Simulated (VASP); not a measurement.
A run of VASP 6.6.1:

INCAR

```
PREC     = Accurate       # precision mode
ENCUT    = 520            # plane-wave cutoff, eV
EDIFF    = 1E-7           # SCF threshold, eV
ISMEAR   = 0              # smearing method
SIGMA    = 0.15           # smearing width, eV
LREAL    = F              # projectors in reciprocal space
LASPH    = T              # aspherical terms in the spheres
NELM     = 60             # most SCF steps
ALGO     = Normal         # electronic algorithm
ISIF     = 2              # what is computed and relaxed
LWAVE    = F              # write WAVECAR
LCHARG   = F              # write CHGCAR
GGA      = PE             # functional
IVDW     = 12             # dispersion correction
NBANDS   = 14             # bands
```

File KPOINTS:

```
Automatic mesh
0
Gamma
  18 18 6
```

Contents of POSCAR:

```
Al
1.0
    2.8137504094      0.0000000000      0.0000000000
   -1.4068752047      2.4367793344      0.0000000000
    0.0000000000      0.0000000000      8.8045064059
Al
4
Direct
    0.0000000000      0.0000000000      0.0000000000
    0.3333333333      0.6666666667      0.2500000000
    0.0000000000      0.0000000000      0.5000000000
    0.6666666667      0.3333333333      0.7500000000
```

Potentials or basis: VASP PAW PBE potentials, release 64 (Al).

Run with:

```bash
$ cat potpaw_PBE.64/Al/POTCAR > POTCAR
$ mpirun -np 1 vasp_std > vasp.out
```

Hardware: 1 thread of Intel(R) Xeon(R) 6975P-C (Granite Rapids), with other jobs on the host.

Q: How long does it take, and how much memory?

A: It took 46 s on 1 thread of Intel(R) Xeon(R) 6975P-C (Granite Rapids) (shared host), peak memory 0.25 GiB. Counts: scf iterations 13, k points 148.
